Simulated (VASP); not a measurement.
Write the native input for VASP 6.6.1 that does the following.

```yaml
Task: single point
Functional: PBEsol
Potentials_or_basis: VASP PAW PBE potentials, release 64 (N)
Cutoff: 520 eV
k_mesh: 1 × 1 × 1
Occupations: gaussian, width 0.02 eV
Spin: no spin polarisation
Dipole_correction: no
Further_INCAR_settings: ALGO = Normal; EDIFF = 1e-07; NBANDS = 12
```

The structure of N2 lies in POSCAR:

```
N
1.0
    9.0000000000      0.0000000000      0.0000000000
    0.0000000000      9.5000000000      0.0000000000
    0.0000000000      0.0000000000     10.0000000000
N
2
Direct
    0.5000000000      0.5000000000      0.4450056126
    0.5000000000      0.5000000000      0.5549943874
```

These files were run (other wordings do the same):

INCAR

```
  PREC = Accurate
  ENCUT = 520
  EDIFF = 1E-7
  ISMEAR = 0
  SIGMA = 0.02
  LREAL = False
  LASPH = True
  NELM = 80
  ALGO = Normal
  ISIF = 2
  LWAVE = False
  LCHARG = True
  GGA = PS
  LELF = True
  LVHAR = True
  NBANDS = 12
```

KPOINTS

```
Automatic mesh
0
Gamma
  1 1 1
```

Potentials or basis: VASP PAW PBE potentials, release 64 (N).

Run with:

```console
$ cat potpaw_PBE.64/N/POTCAR > POTCAR
$ mpirun -np 1 vasp_gam > vasp.out
```

Results of the run:

| Property | Result |
| --- | --- |
| Largest force | 1.883 eV/Å |
| Gap between the frontier levels | 8.19 eV |

Caveat: the standard files for N, O and F lose accuracy on very short bonds; the PAW data sets were made with another functional, which shifts forces and pressure a little.

It took 31 s on 1 thread of Intel(R) Xeon(R) 6975P-C (Granite Rapids), with other jobs on the host, peak memory 0.73 GiB.
